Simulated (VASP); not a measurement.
HgTe, 2 atoms in the cell. Symmetry: F-43m, No. 216, cubic system. The conventional cell has a = 6.611 Å, b = 6.611 Å, c = 6.611 Å, α = 90.00°, β = 90.00°, γ = 90.00°. Within 3.8 Å of Hg (site symmetry -43m) lie 4 Te at 2.86 Å. Within 3.8 Å of Te (site symmetry -43m) lie 4 Hg at 2.86 Å.  This cell differs from its parent crystal: strain +0.5%.

```yaml
Program: VASP 6.6.1
Task: single point
Functional: HSE06
Potentials_or_basis: VASP PAW PBE potentials, release 64 (Hg, Te)
Cutoff: 520 eV
k_mesh: 4 × 4 × 4
Occupations: fermi-dirac, width 0.02 eV
Spin: no spin polarisation
Dipole_correction: no
Grid_for_exact_exchange_PRECFOCK: Normal
Further_INCAR_settings: ALGO = Normal; EDIFF = 1e-07; NBANDS = 16
Screening_parameter: 0.2079 1/Å
```

Potentials or basis: VASP PAW PBE potentials, release 64 (Hg, Te).

The run is started by

```sh
$ cat potpaw_PBE.64/Hg/POTCAR potpaw_PBE.64/Te/POTCAR > POTCAR
$ cp INCAR.step1 INCAR
$ mpirun -np 1 vasp_std > vasp.out
$ cp INCAR.step2 INCAR
$ mpirun -np 1 vasp_std > vasp.out
```

Hardware: 1 thread of Intel(R) Xeon(R) 6975P-C (Granite Rapids), with other jobs on the host.

**Question.** How long does it take, and how much memory?

**Answer.** It took 30 min on 1 thread of Intel(R) Xeon(R) 6975P-C (Granite Rapids), on a shared host, peak memory 0.32 GiB. Counts: k points 8.
